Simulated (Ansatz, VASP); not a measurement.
One calculation of Sn, two programs

INCAR

```
SYSTEM = Sn
ALGO = Normal ; EDIFF = 1E-7
ENCUT = 520 ; GGA = PE
ISIF = 2 ; ISMEAR = -1
LASPH = .True. ; LCHARG = .False.
LREAL = .False. ; LWAVE = .False.
NBANDS = 21 ; NELM = 80
PREC = Accurate ; SIGMA = 0.02
```

Contents of KPOINTS:

```
k-points
0
Gamma
  6 6 6
  0 0 0
```

The input POSCAR:

```
Sn
1.0
    0.0000000000      3.2844597792      3.2844597792
    3.2844597792      0.0000000000      3.2844597792
    3.2844597792      3.2844597792      0.0000000000
Sn
2
Direct
    0.0000000000      0.0000000000      0.0000000000
    0.2500000000      0.2500000000      0.2500000000
```

Input for Ansatz:

```yaml
crystal:
  lattice:
    - [0.0, 3.2844597792, 3.2844597792]
    - [3.2844597792, 0.0, 3.2844597792]
    - [3.2844597792, 3.2844597792, 0.0]
  atoms:
    - { symbol: Sn, position: [0.0, 0.0, 0.0] }
    - { symbol: Sn, position: [0.25, 0.25, 0.25] }
kpoints:
  mp_grid: { grid: [6, 6, 6] }
  band_path:
    path:
      - [0.0, 0.0, 0.0]
      - [0.5, 0.0, 0.5]
      - [0.625, 0.25, 0.625]
      - [0.375, 0.375, 0.75]
      - [0.5, 0.5, 0.5]
      - [0.5, 0.25, 0.75]
    npoints: 1
hamiltonian:
  xc: pbe
scf:
  occupations: { method: fermi_dirac, width: 0.02 }
  n_extra_bands: 4
output:
  forces: true
  stress: true
  eigenvalues: true
```

Alike in both runs: task single point; functional PBE; k mesh 6 × 6 × 6; occupations fermi-dirac, width 0.02 eV; no spin polarisation.

|  | VASP | Ansatz |
| --- | --- | --- |
| version | VASP 6.6.1 | Ansatz 0.2.0 |
| potentials or method | VASP PAW PBE potentials, release 64 (Sn_d) | plane waves, PAW |
| plane-wave cutoff (eV) | 520 | 420 |
| valence electrons in the cell | 28 | 28 |

Ansatz gave:

- pressure (GPa): 1.6

Task: Estimate VASP's values.

Result: Pressure (GPa): 1.5.
